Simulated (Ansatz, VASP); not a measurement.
**One calculation of Zr, two programs**

The input POSCAR:

```
Zr
1.0
   -1.7908472709      1.7908472709      1.7908472709
    1.7908472709     -1.7908472709      1.7908472709
    1.7908472709      1.7908472709     -1.7908472709
Zr
1
Direct
    0.0000000000      0.0000000000      0.0000000000
```

INCAR.step1

```
ALGO     = Normal         # electronic algorithm
EDIFF    = 1E-4           # SCF threshold, eV
ENCUT    = 520            # plane-wave cutoff, eV
GGA      = PE             # functional
ISMEAR   = -1             # smearing method
LASPH    = T              # aspherical terms in the spheres
LCHARG   = F              # write CHGCAR
LREAL    = F              # projectors in reciprocal space
LWAVE    = T              # write WAVECAR
NBANDS   = 12             # bands
NELM     = 80             # most SCF steps
PREC     = Accurate       # precision mode
SIGMA    = 0.05           # smearing width, eV
```

Contents of INCAR.step2:

```
ALGO     = Normal         # electronic algorithm
EDIFF    = 1E-8           # SCF threshold, eV
ENCUT    = 520            # plane-wave cutoff, eV
ISIF     = 2              # what is computed and relaxed
ISMEAR   = -1             # smearing method
ISTART   = 1            
LASPH    = T              # aspherical terms in the spheres
LCHARG   = F              # write CHGCAR
LEFG     = T            
LMIXTAU  = T            
LREAL    = F              # projectors in reciprocal space
LWAVE    = F              # write WAVECAR
METAGGA  = R2SCAN         # meta-GGA
NBANDS   = 12             # bands
NELM     = 80             # most SCF steps
PREC     = Accurate       # precision mode
SIGMA    = 0.05           # smearing width, eV
```

File KPOINTS:

```
k-points
0
Gamma
  13 13 13
```

Input for Ansatz:

```yaml
crystal:
  lattice:
    - [-1.7908472709, 1.7908472709, 1.7908472709]
    - [1.7908472709, -1.7908472709, 1.7908472709]
    - [1.7908472709, 1.7908472709, -1.7908472709]
  atoms:
    - { symbol: Zr, position: [0.0, 0.0, 0.0] }
kpoints:
  mp_grid: { grid: [13, 13, 13] }
  band_path:
    path:
      - [0.0, 0.0, 0.0]
      - [0.5, -0.5, 0.5]
      - [0.0, 0.0, 0.5]
      - [0.0, 0.0, 0.0]
      - [0.25, 0.25, 0.25]
      - [0.5, -0.5, 0.5]
      - [0.25, 0.25, 0.25]
      - [0.0, 0.0, 0.5]
    npoints: 8
scf:
  occupations: { method: fermi_dirac, width: 0.05 }
hamiltonian:
  xc: r2scan
  pseudopotentials: { kind: paw }
output:
  forces: true
  stress: true
  eigenvalues: true
  efg: { contact_densities: true }
  populations: true
  bader: true
  dos: { projected: true, de: 0.2, e_range: [-14, 8] }
```

Alike in both runs: task electric field gradients; functional r2SCAN; k mesh 13 × 13 × 13; occupations fermi-dirac, width 0.05 eV; no spin polarisation.

|  | VASP | Ansatz |
| --- | --- | --- |
| version | VASP 6.6.1 | Ansatz 0.2.0 |
| potentials or method | VASP PAW PBE potentials, release 64 (Zr_sv) | PAW with Ansatz's default frozen-core files, scalar-relativistic |
| plane-wave cutoff (eV) | 520 | 500 |
| valence electrons in the cell | 12 | 12 |

```csv
,VASP,Ansatz,Ansatz less VASP
pressure (GPa),-0.1,-0.1,-0.03
```

VASP's potentials were made for PBE, not for r2SCAN. With one functional, cell and mesh, what is left measures potentials, basis and numerics.
